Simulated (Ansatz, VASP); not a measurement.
# Fe: VASP beside Ansatz

```
Fe
1.0
     2.43416    0.00000    0.00000
    -1.21708    2.10804    0.00000
     0.00000    0.00000    3.72668
Fe
2
Direct
  0.33333 0.66667 0.25000
  0.66667 0.33333 0.75000
```

Change from the starting cell: zz strain of -3 %, PAW files.

Alike in both runs: task electric field gradients; functional PBEsol; k mesh 17 × 17 × 10; occupations fermi-dirac, width 0.08 eV; no spin polarisation.

|  | VASP | Ansatz |
| --- | --- | --- |
| version | VASP 6.6.1 | Ansatz 0.2.0 |
| potentials or method | VASP PAW PBE potentials, release 64 (Fe) | PAW with Ansatz's default frozen-core files, scalar-relativistic |
| plane-wave cutoff (eV) | 520 | 420 |
| valence electrons in the cell | 16 | 32 |

|  | VASP | Ansatz | Ansatz less VASP |
| --- | --- | --- | --- |
| pressure (GPa) | 9.3 | 9.9 | +0.55 |
| traceless stress, the component that is largest in VASP (GPa) | 11.28 | 11.74 | +0.463 |
| size of Vzz on the site where it differs most (V/Å²) | 16.3 | 8.5 | -7.80 |

VASP's potentials were made for PBE, not for PBEsol. With one functional, cell and mesh, what is left measures potentials, basis and numerics. VASP's potentials hold 16 valence electrons a cell and Ansatz's 32, so a difference there can come from the potentials and not from the codes.
